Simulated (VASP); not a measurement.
# Ta16C (a cell with a defect) in VASP: a series of runs

The runs below take Ta16C (a cell with a defect) through single point, with PBE+D3(BJ).

Everything below comes from runs of VASP 6.6.1. Logs are shortened: lines on timing, memory, paths and dates and some standing lists are left out, and cuts for length are marked.

## Step 1: The cell of the first run

The cell holds a defect, 17 atoms: a = 6.620 Å, b = 6.620 Å, c = 6.620 Å, α = 90.00°, β = 90.00°, γ = 90.00°.

## Step 2: Single point, PBE+D3(BJ)

The input, INCAR:

```
  ALGO = Normal
  EDIFF = 1E-6
  ENCUT = 520
  GGA = PE
  ISIF = 2
  ISMEAR = 0
  IVDW = 12
  LASPH = True
  LCHARG = False
  LREAL = Auto
  LWAVE = False
  NBANDS = 104
  NELM = 100
  PREC = Accurate
  SIGMA = 0.05
```

The input, KPOINTS:

```
k-points
0
Gamma
  3 3 3
```

The input, POSCAR:

```
Ta16C
1.0
    6.6200000000      0.0000000000      0.0000000000
    0.0000000000      6.6200000000      0.0000000000
    0.0000000000      0.0000000000      6.6200000000
Ta C
16 1
Direct
    0.0084446215     -0.0153180419     -0.0002768273
    0.4919850103     -0.0153426144     -0.0002908396
    0.0084527996      0.5011164082     -0.0002875414
   -0.0124608666      0.0054728677      0.4997108162
    0.2502006605      0.2429004800      0.2513505501
    0.4920086797      0.5010786634     -0.0002803154
    0.5128915970      0.0054940670      0.4997102884
    0.7502075092      0.2428489470      0.2391359150
   -0.0123757955      0.4801982151      0.4996878870
    0.2502455745      0.7428834515      0.2977776554
    0.2502155594      0.2428868790      0.7480550962
    0.5128098459      0.4802064560      0.4997107333
    0.7502284451      0.7428196174      0.2513453534
    0.7502361780      0.2428671354      0.7602681484
    0.2502023299      0.7428469085      0.7016719134
    0.7502130935      0.7428245036      0.7480673405
    0.2502294081      0.7428501166     -0.0002795534
```

Potentials or basis: VASP PAW PBE potentials, release 64 (Ta_pv, C).

On the command line:

```console
> cat potpaw_PBE.64/Ta_pv/POTCAR potpaw_PBE.64/C/POTCAR > POTCAR
> mpirun -np 1 vasp_std > vasp.out
```

OUTCAR:

```text
EDIFF = 1E-6
   ENCUT = 520
   GGA = PE
   ISIF = 2
   ISMEAR = 0
   IVDW = 12
   LASPH = True
   LREAL = Auto
   NELM = 100
   PREC = Accurate
 IVDW          = 12

 ion  position               nearest neighbor table
   1  0.008  0.985  1.000-  17 2.26   5 2.87  11 2.87  13 2.87  16 2.87   8 2.89  14 2.89  15 3.00
                            10 3.00   2 3.20   3 3.20   4 3.32   4 3.32   3 3.42   2 3.42
   2  0.492  0.985  1.000-  17 2.26  11 2.87   5 2.87  16 2.87  13 2.87   8 2.89  14 2.89  10 3.00
                            15 3.00   1 3.20   6 3.20   7 3.32   7 3.32   6 3.42   1 3.42
   3  0.008  0.501  1.000-  17 2.26  13 2.87  16 2.87   5 2.87  11 2.87  14 2.89   8 2.89  15 3.00
                            10 3.00   6 3.20   1 3.20   9 3.32   9 3.32   1 3.42   6 3.42
   4  0.988  0.005  0.500-  10 2.80  15 2.80  14 2.81   8 2.81  13 2.86  16 2.86  11 2.86   5 2.86
                             7 3.14   9 3.14   1 3.32   1 3.32   9 3.48   7 3.48
   5  0.250  0.243  0.251-   9 2.86  12 2.86   4 2.86   7 2.86   1 2.87   3 2.87   6 2.87   2 2.87
                            11 3.29   8 3.31   8 3.31  10 3.32  10 3.32  11 3.33
   6  0.492  0.501  1.000-  17 2.26  13 2.87  16 2.87   5 2.87  11 2.87   8 2.89  14 2.89  15 3.00
                            10 3.00   3 3.20   2 3.20  12 3.32  12 3.32   2 3.42   3 3.42
   7  0.513  0.005  0.500-  10 2.80  15 2.80   8 2.81  14 2.81  16 2.86  13 2.86  11 2.86   5 2.86
                             4 3.14  12 3.14   2 3.32   2 3.32  12 3.48   4 3.48
   8  0.750  0.243  0.239-   7 2.81   4 2.81   9 2.81  12 2.81   1 2.89   2 2.89   6 2.89   3 2.89
                            14 3.17  13 3.31   5 3.31   5 3.31  13 3.31  14 3.45
   9  0.988  0.480  0.500-  15 2.80  10 2.80  14 2.81   8 2.81   5 2.86  11 2.86  13 2.86  16 2.86
                             4 3.14  12 3.14   3 3.32   3 3.32  12 3.48   4 3.48
  10  0.250  0.743  0.298-  17 1.97  15 2.67  12 2.80   7 2.80   9 2.80   4 2.80   2 3.00   6 3.00
                             3 3.00   1 3.00   5 3.32  13 3.32   5 3.32  13 3.32
  11  0.250  0.243  0.748-  12 2.86   9 2.86   7 2.86   4 2.86   1 2.87   6 2.87   3 2.87   2 2.87
                             5 3.29  14 3.31  14 3.31  15 3.32  15 3.32   5 3.33
  12  0.513  0.480  0.500-  10 2.80  15 2.80  14 2.81   8 2.81  11 2.86   5 2.86  16 2.86  13 2.86
                             7 3.14   9 3.14   6 3.32   6 3.32   9 3.48   7 3.48
  13  0.750  0.743  0.251-   4 2.86   9 2.86   7 2.86  12 2.86   3 2.87   6 2.87   1 2.87   2 2.87
                            16 3.29   8 3.31   8 3.31  10 3.32  10 3.32  16 3.33
  14  0.750  0.243  0.760-   4 2.81   7 2.81   9 2.81  12 2.81   1 2.89   6 2.89   2 2.89   3 2.89
                             8 3.17  16 3.31  11 3.31  11 3.31  16 3.31   8 3.45
  15  0.250  0.743  0.702-  17 1.97  10 2.67   9 2.80  12 2.80   4 2.80   7 2.80   3 3.00   6 3.00
                             2 3.00   1 3.00  11 3.32  16 3.32  16 3.32  11 3.32
  16  0.750  0.743  0.748-   4 2.86   7 2.86  12 2.86   9 2.86   3 2.87   6 2.87   2 2.87   1 2.87
                            13 3.29  14 3.31  14 3.31  15 3.32  15 3.32  13 3.33
  17  0.250  0.743  1.000-  15 1.97  10 1.97   3 2.26   6 2.26   2 2.26   1 2.26

  LATTYP: Found a simple cubic cell.
 ALAT       =     6.6200000000

  Lattice vectors:

 A1 = (   6.6200000000,   0.0000000000,   0.0000000000)
 A2 = (   0.0000000000,   6.6200000000,   0.0000000000)
 A3 = (   0.0000000000,   0.0000000000,   6.6200000000)

Analysis of symmetry for initial positions (statically):
=====================================================================
 Subroutine PRICEL returns:
 Original cell was already a primitive cell.

 Routine SETGRP: Setting up the symmetry group for a
 simple cubic supercell.

 Subroutine GETGRP returns: Found  1 space group operations
 (whereof  1 operations were pure point group operations)
 out of a pool of 48 trial point group operations.

The static configuration has the point symmetry C_1 .

Analysis of symmetry for dynamics (positions and initial velocities):
=====================================================================
 Subroutine PRICEL returns:
 Original cell was already a primitive cell.

 Routine SETGRP: Setting up the symmetry group for a
 simple cubic supercell.

 Subroutine GETGRP returns: Found  1 space group operations
 (whereof  1 operations were pure point group operations)
 out of a pool of 48 trial point group operations.

The dynamic configuration has the point symmetry C_1 .

 Subroutine INISYM returns: Found  1 space group operations
 (whereof  1 operations are pure point group operations),
 and found     1 'primitive' translations

----------------------------------------------------------------------------------------

[... 68 lines left out ...]

  Shift w.r.t. Gamma in fractional coordinates (k-lattice)
     0.000000000  0.000000000  0.000000000

 Subroutine IBZKPT returns following result:
 ===========================================

 Found     14 irreducible k-points:

 Following reciprocal coordinates:
            Coordinates               Weight
  0.000000  0.000000  0.000000      1.000000
  0.333333  0.000000  0.000000      2.000000
  0.000000  0.333333  0.000000      2.000000
  0.000000  0.000000  0.333333      2.000000
  0.333333  0.333333  0.000000      2.000000
  0.000000  0.333333  0.333333      2.000000
  0.333333  0.000000  0.333333      2.000000
 -0.333333  0.333333  0.000000      2.000000
 -0.333333  0.000000  0.333333      2.000000
  0.000000 -0.333333  0.333333      2.000000
  0.333333  0.333333  0.333333      2.000000
 -0.333333  0.333333  0.333333      2.000000
 -0.333333 -0.333333  0.333333      2.000000
  0.333333 -0.333333  0.333333      2.000000
   k-points           NKPTS =     14   k-points in BZ     NKDIM =     14   number of bands    NBANDS=    104
   number of dos      NEDOS =    301   number of ions     NIONS =     17
   total plane-waves  NPLWV = 125000
   dimension x,y,z NGX =    50 NGY =   50 NGZ =   50
   dimension x,y,z NGXF=   100 NGYF=  100 NGZF=  100
   ions per type =              16   1
   NGX,Y,Z   is equivalent  to a cutoff of  12.56, 12.56, 12.56 a.u.
   NGXF,Y,Z  is equivalent  to a cutoff of  25.11, 25.11, 25.11 a.u.
 SYSTEM =  unknown system
   PREC   = accura    normal or accurate (medium, high low for compatibility)
   ISTART =      0    job   : 0-new  1-cont  2-samecut
   ICHARG =      2    charge: 1-file 2-atom 10-const
   ISPIN  =      1    spin polarized calculation?
   LNONCOLLINEAR =      F non collinear calculations
   LSORBIT =      F    spin-orbit coupling
   LASPH  =      T    aspherical Exc in radial PAW
   ENCUT  =  520.0 eV  38.22 Ry    6.18 a.u.  12.31 12.31 12.31*2*pi/ulx,y,z
   NELM   =    100;   NELMIN=  2; NELMDL= -5     # of ELM steps
   EDIFF  = 0.1E-05   stopping-criterion for ELM
   LREAL  =      T    real-space projection
   EDIFFG = 0.1E-04   stopping-criterion for IOM
   NSW    =      0    number of steps for IOM
   IBRION =     -1    ionic relax: 0-MD 1-quasi-New 2-CG
   NFREE  =      0    steps in history (QN), initial steepest desc. (CG)
   ISIF   =      2    stress and relaxation
   ISYM   =      2    0-nonsym 1-usesym 2-fastsym
   POTIM  = 0.5000    time-step for ionic-motion
   TEBEG  =    0.0;   TEEND  =   0.0 temperature during run
   PSTRESS=    0.0 pullay stress
   NELECT =     180.0000    total number of electrons
   NUPDOWN=      -1.0000    fix difference up-down
   EMIN   =  10.00;   EMAX   =-10.00  energy-range for DOS
   EFERMI =   0.00;   METHOD = LEGACY
   ISMEAR =     0;   SIGMA  =   0.05  broadening in eV -4-tet -1-fermi 0-gaus
   EFERMI_NEDOS =   21; number of points for ismear=-14 and -15
   IALGO  =     38    algorithm
   IMIX   =      4    mixing-type and parameters
     AMIX     =   0.40;   BMIX     =  1.00
     AMIX_MAG =   1.60;   BMIX_MAG =  1.00
  volume/ion in A,a.u.               =      17.07       115.17
  Fermi-wavevector in a.u.,A,eV,Ry     =   1.396286  2.638598 26.526112  1.949614
  Thomas-Fermi vector in A             =   2.519655
   LORBIT       =      0    0 simple, 1 ext, 2 COOP (PROOUT), +10 PAW based schemes
   GGA     = PE    functional components
   LHFCALC =     F    Hartree Fock is set to
   AEXX    =    0.0000 exact exchange contribution
   IVDW    =    12    specifies the selected vdW correction
   LEPSILON=     F    determine dielectric tensor
   LRPA    =     F    only Hartree local field effects (RPA)
 non-spin polarized calculation
 Gauss-broadening in eV      SIGMA  =   0.05
  energy-cutoff  :      520.00
  volume of cell :      290.12
 maximum number of plane-waves:      7820
 NGX is ok and might be reduce to    50
   NGX = 25   NGY = 25   NGZ = 25

 number of electron     179.9999976 magnetization

 Free energy of the ion-electron system (eV)
  ---------------------------------------------------
  ext. energy  EPLUGINS =         0.00000000
  ---------------------------------------------------
  free energy    TOTEN  =      -198.21922952 eV

  energy without entropy =     -198.19674808  energy(sigma->0) =     -198.20798880

 E-fermi :   5.6867     XC(G=0): -12.6929

 val. band max:        5.6647743408   @ k =   0.3333   0.0000   0.3333
 cond. band min:       5.7058180163   @ k =   0.0000   0.3333   0.0000
 fundamental gap:      0.0410436755
 Fermi energy:         5.6866796734

 k-point     1 :       0.0000    0.0000    0.0000
  band No.  band energies     occupation
      1     -28.7673      2.00000
      2     -28.5991      2.00000
      3     -28.5991      2.00000
      4     -28.5953      2.00000
      5     -28.5571      2.00000
      6     -28.5570      2.00000
[... 1459 lines left out ...]
    101       8.4249      0.00000
    102       8.4729      0.00000
 [bands above 102 left out]

------------------------ aborting loop because EDIFF is reached ----------------------------------------

 Edisp (eV)  -10.94137

 E8    (eV) :    -5.6824

  FORCE on cell =-STRESS in cart. coord.  units (eV):
  Direction    XX          YY          ZZ          XY          YZ          ZX
  --------------------------------------------------------------------------------------
  -------------------------------------------------------------------------------------
  Total      -1.67594    -1.67508    15.90966     0.00252    -0.00259    -0.00049
  in kB      -9.25540    -9.25064    87.86127     0.01393    -0.01428    -0.00271
  external pressure =       23.12 kB  Pullay stress =        0.00 kB

 VOLUME and BASIS-vectors are now :
 -----------------------------------------------------------------------------
  energy-cutoff  :      520.00
  volume of cell :      290.12
      direct lattice vectors                 reciprocal lattice vectors
     6.620000000  0.000000000  0.000000000     0.151057402  0.000000000  0.000000000
     0.000000000  6.620000000  0.000000000     0.000000000  0.151057402  0.000000000
     0.000000000  0.000000000  6.620000000     0.000000000  0.000000000  0.151057402

 POSITION                                       TOTAL-FORCE (eV/Angst)
 -----------------------------------------------------------------------------------
      0.05590      6.51859      6.61817        -0.012191      0.007531     -0.001291
      3.25694      6.51843      6.61807         0.012708      0.009558     -0.000187
      0.05596      3.31739      6.61810        -0.011858     -0.014975      0.000320
      6.53751      0.03623      3.30809         0.000076      0.002193     -0.000750
      1.65633      1.60800      1.66394         0.001690     -0.004340      0.001402
      3.25710      3.31714      6.61814         0.010530     -0.011889     -0.000821
[... 9 lines left out ...]
      4.96641      4.91750      4.95221         0.001251      0.001355     -0.001084
      1.65652      4.91767      6.61815        -0.003836      0.005739      0.001725
 -----------------------------------------------------------------------------------
    total drift:                                0.000945     -0.002796      0.001094

  FREE ENERGIE OF THE ION-ELECTRON SYSTEM (eV)
  ---------------------------------------------------
  free  energy   TOTEN  =      -209.1606014326 eV

  energy  without entropy=     -209.1381199902  energy(sigma->0) =     -209.14936071
```

Wall time 24 min (1 thread of Oxide Virtual Turin-like, shared host); peak memory 0.48 GiB.

Results:

```yaml
Free_energy: -209.1606 eV
Pressure: 2.3 GPa
Largest_force: 0.044 eV/Å
Band_gap_on_the_k_mesh: zero (bands 90 and 91 overlap by 1.42 eV)
Dispersion_energy_per_atom: -0.644 eV
```

Forces on the atoms (eV/Å):
```
Ta  -0.012  0.008 -0.001
Ta   0.013  0.010  0.000
Ta  -0.012 -0.015  0.000
Ta   0.000  0.002 -0.001
Ta   0.002 -0.004  0.001
Ta   0.011 -0.012 -0.001
Ta   0.001  0.001  0.000
Ta   0.001  0.001 -0.009
Ta  -0.005  0.000  0.001
Ta  -0.002  0.001  0.041
Ta   0.000 -0.003  0.000
Ta   0.006 -0.002  0.000
Ta  -0.001  0.003  0.002
Ta  -0.001 -0.001  0.010
Ta   0.002  0.004 -0.044
Ta   0.001  0.001 -0.001
C   -0.004  0.006  0.002
```

Caveat: spin-orbit coupling is left out, which moves the levels of the heavy elements.

## Step 3: Single point, PBE+D3(BJ)

The input, INCAR:

```
SYSTEM = Ta16C
  ALGO = Normal
  EDIFF = 1E-6
  ENCUT = 520
  GGA = PE
  ISIF = 2
  ISMEAR = 0
  IVDW = 12
  LASPH = .True.
  LCHARG = .False.
  LREAL = Auto
  LWAVE = .False.
  NBANDS = 104
  NELM = 100
  PREC = Accurate
  SIGMA = 0.05
```

The input, KPOINTS:

```
k-points
0
Gamma
  3 3 3
  0 0 0
```

The input, POSCAR:

```
Ta16C
1.0
    6.6200000000      0.0000000000      0.0000000000
    0.0000000000      6.6200000000      0.0000000000
    0.0000000000      0.0000000000      6.6200000000
Ta C
16 1
Direct
   -0.0070894260      0.0012767372     -0.0004397281
    0.4928833837      0.0477015106     -0.0004913897
   -0.0070938066      0.4979652568     -0.0004391239
   -0.0071382175     -0.0109555891      0.4995531722
    0.2302280967      0.2496039275      0.2621570997
    0.4928543807      0.4515912387     -0.0004365559
    0.4928567976      0.0012554381      0.4995365559
    0.7554969789      0.2496261329      0.2622231118
   -0.0071247734      0.5102111782      0.4995212991
    0.2511193353      0.7496400302      0.2413009063
    0.2302268882      0.2496314199      0.7369351964
    0.4928515106      0.4979900302      0.4995445619
    0.7346790030      0.7496459215      0.2412936556
    0.7555155589      0.2496404834      0.7368708459
    0.2510861027      0.7496317221      0.7577599698
    0.7346648036      0.7496339879      0.7577974320
    0.4928504532      0.7496397281     -0.0004729607
```

Potentials or basis: VASP PAW PBE potentials, release 64 (Ta_pv, C).

On the command line:

```console
> cat potpaw_PBE.64/Ta_pv/POTCAR potpaw_PBE.64/C/POTCAR > POTCAR
> mpirun -np 1 vasp_std > vasp.out
```

It took 19 min on 1 thread of Oxide Virtual Turin-like, shared host; peak memory 0.48 GiB.

Results (log left out):

```yaml
Free_energy: -209.1606 eV
Pressure: 2.3 GPa
Largest_force: 0.044 eV/Å
Band_gap_on_the_k_mesh: zero (bands 90 and 91 overlap by 1.42 eV)
Dispersion_energy_per_atom: -0.644 eV
```

Forces on the atoms (eV/Å):
```
Ta  -0.003  0.001 -0.002
Ta   0.000  0.040  0.003
Ta  -0.002  0.001 -0.001
Ta   0.001 -0.009 -0.001
Ta  -0.002  0.001  0.004
Ta   0.003 -0.044 -0.001
Ta   0.002  0.001  0.001
Ta   0.002  0.000 -0.001
Ta   0.001  0.009  0.002
Ta  -0.013 -0.001  0.012
Ta  -0.003  0.000 -0.003
Ta   0.002  0.000 -0.001
Ta   0.009 -0.001  0.013
Ta   0.001  0.001  0.001
Ta  -0.011 -0.001 -0.011
Ta   0.011 -0.001 -0.014
C    0.004  0.002  0.000
```

Stress tensor (GPa, compression positive):
```
-0.93  0.00  0.00
 0.00  8.78  0.00
 0.00  0.00 -0.92
```

Levels at points of the mesh, in eV from the Fermi level:
| k point | band 89 | band 90 | band 91 | band 92 | band 93 | band 94 |
| --- | --- | --- | --- | --- | --- | --- |
| (0.00, 0.00, 0.00) | 0.96 | 1.01 | 1.01 | 1.02 | 1.02 | 1.18 |

Caveat: spin-orbit coupling is left out, which moves the levels of the heavy elements.

The gap in the log of VASP goes by the Fermi energy; the results here count the filled bands.